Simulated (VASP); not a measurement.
The system is Ga2O3.

```
Ga O
1.0
     2.52889    1.46005    4.54101
    -2.52889    1.46005    4.54101
     0.00000   -2.92010    4.54101
Ga O
4 6
Direct
  0.85584 0.85584 0.85584
  0.35584 0.35584 0.35584
  0.14416 0.14416 0.14416
  0.64416 0.64416 0.64416
  0.44687 0.05313 0.75000
  0.05313 0.75000 0.44687
  0.55313 0.94687 0.25000
  0.25000 0.55313 0.94687
  0.94687 0.25000 0.55313
  0.75000 0.44687 0.05313
```

| Property | Result |
| --- | --- |
| Program | VASP 6.6.1 |
| Task | relaxation of cell and atoms |
| Functional | PBEsol |
| Potentials or basis | VASP PAW PBE potentials, release 64 (Ga_d, O) |
| Cutoff | 600 eV |
| k mesh | 6 × 6 × 6 |
| Occupations | fermi-dirac, width 0.02 eV |
| Spin | no spin polarisation |

At the start: pressure -6.8 GPa; volume 10.06 Å³/atom.

Task: How do energy, volume and symmetry change on relaxing?

Result: Over 9 steps the energy falls by 7.5 meV/atom and the volume is 9.72 Å³/atom (-3.4 %); space group R-3c (No. 167, to 0.1 Å) before and after.

Step by step:
| step | energy change (eV) | largest force (eV/Å) | pressure (GPa) | volume (Å³) |
| --- | --- | --- | --- | --- |
| 1 | 0.0000 | 0.0270 | -6.85 | 100.60 |
| 2 | -0.0175 | 0.0053 | 6.81 | 94.47 |
| 3 | -0.0750 | 0.0113 | -0.06 | 97.25 |
| 4 | -0.0749 | 0.0110 | 0.20 | 97.18 |
| 5 | -0.0752 | 0.0098 | -0.26 | 97.34 |
| 6 | -0.0752 | 0.0055 | -0.15 | 97.30 |
| 7 | -0.0753 | 0.0106 | 0.04 | 97.22 |
| 8 | -0.0753 | 0.0115 | 0.01 | 97.22 |
| 9 | -0.0753 | 0.0035 | 0.04 | 97.22 |

Final structure:
```xyz
10
Lattice="2.5016 1.4443 4.4846 -2.5016 1.4443 4.4846 0.0000 -2.8886 4.4846" Properties=species:S:1:pos:R:3 pbc="T T T"
Ga    0.0000    0.0000   11.5144
Ga    0.0000    0.0000    4.7875
Ga    0.0000    0.0000    1.9393
Ga    0.0000    0.0000    8.6662
O     0.9863   -1.4443    5.6057
O    -1.7440   -0.1320    5.6057
O    -0.9863    1.4443    7.8480
O    -0.7577   -1.5763    7.8480
O     1.7440    0.1320    7.8480
O     0.7577    1.5763    5.6057
```

Caveat: the PAW data sets were made with another functional, which shifts forces and pressure a little.
